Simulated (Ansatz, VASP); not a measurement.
**Hf: VASP beside Ansatz**

```
Hf
1.0
     3.00242    0.00000    0.00000
    -1.50121    2.60017    0.00000
     0.00000    0.00000    6.03393
Hf
2
Direct
  0.00000 0.00000 0.74999
  0.00000 0.00000 0.25001
```

Alike in both runs: functional PBE; k mesh 6 × 6 × 4; occupations gaussian, width 0.1 eV; no spin polarisation.

Ansatz relaxed the structure, and its values are those at the end. VASP's run is a single point on that final structure, the one shown.

|  | VASP | Ansatz |
| --- | --- | --- |
| version | VASP 6.6.1 | Ansatz 0.2.0 |
| potentials or method | VASP PAW PBE potentials, release 64 (Hf_pv), cutoff 520 eV | scalar-relativistic, plane waves, PAW |
| valence electrons in the cell | 20 | 52 |

Ansatz gave:

- gap on the k mesh at the Fermi level (eV): none
- pressure (GPa): 0.1

Question: What did VASP give for the same quantities?

Answer: gap on the k mesh at the Fermi level (eV): none; pressure (GPa): -0.2.

A gap of «none» marks a metal or a gap that the smearing closes. VASP's potentials hold 20 valence electrons a cell and Ansatz's 52, so a difference there can come from the potentials and not from the codes.

The k mesh is coarse, so the values compare programs but aren't converged. Neither program's run includes spin-orbit coupling.
